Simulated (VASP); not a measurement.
## NaCl: single point with r2SCAN

The system is NaCl.

```
Na Cl
1.0
     0.00000    3.08727    3.26633
     3.08727    0.00000    3.26633
     3.08727    3.08727    0.00000
Na Cl
1 1
Direct
  0.00000 0.00000 0.00000
  0.25000 0.25000 0.25000
```

This cell differs from its parent crystal: uniaxial z strain +5.8%.

```json
{
 "Program": "VASP 6.6.1",
 "Task": "single point",
 "Functional": "r2SCAN",
 "Potentials or basis": "VASP PAW PBE potentials, release 64 (Na_pv, Cl)",
 "Cutoff": "520 eV",
 "k mesh": "8 × 8 × 8",
 "Occupations": "gaussian, width 0.01 eV",
 "Spin": "no spin polarisation"
}
```

```yaml
Pressure: -1.0 GPa
Band_gap_on_the_k_mesh: 5.41 eV, direct
```

Stress tensor (GPa, compression positive):
```
-0.96  0.00  0.00
 0.00 -0.96  0.00
 0.00  0.00 -1.22
```

Levels at points of the mesh, in eV from the valence-band top:
```csv
k point,band 5,band 6,band 7,band 8,band 9,band 10
"(0.00, 0.00, 0.00)",-0.06,0.00,0.00,5.41,11.81,11.92
"(0.50, 0.00, 0.00)",-0.97,-0.16,-0.05,8.13,9.20,11.01
"(0.50, 0.50, 0.00)",-0.93,-0.23,-0.23,7.42,9.83,10.77
"(0.50, 0.00, 0.50)",-0.86,-0.34,-0.32,7.44,9.60,11.32
```

Wall time 100 s on 1 thread of Intel(R) Xeon(R) 6975P-C (Granite Rapids), with other jobs on the host, peak memory 0.21 GiB.

Caveat: the cell differs from its parent crystal (uniaxial z strain +5.8%); the PAW data sets were made with another functional, which shifts forces and pressure a little. A k mesh can miss the band edges.
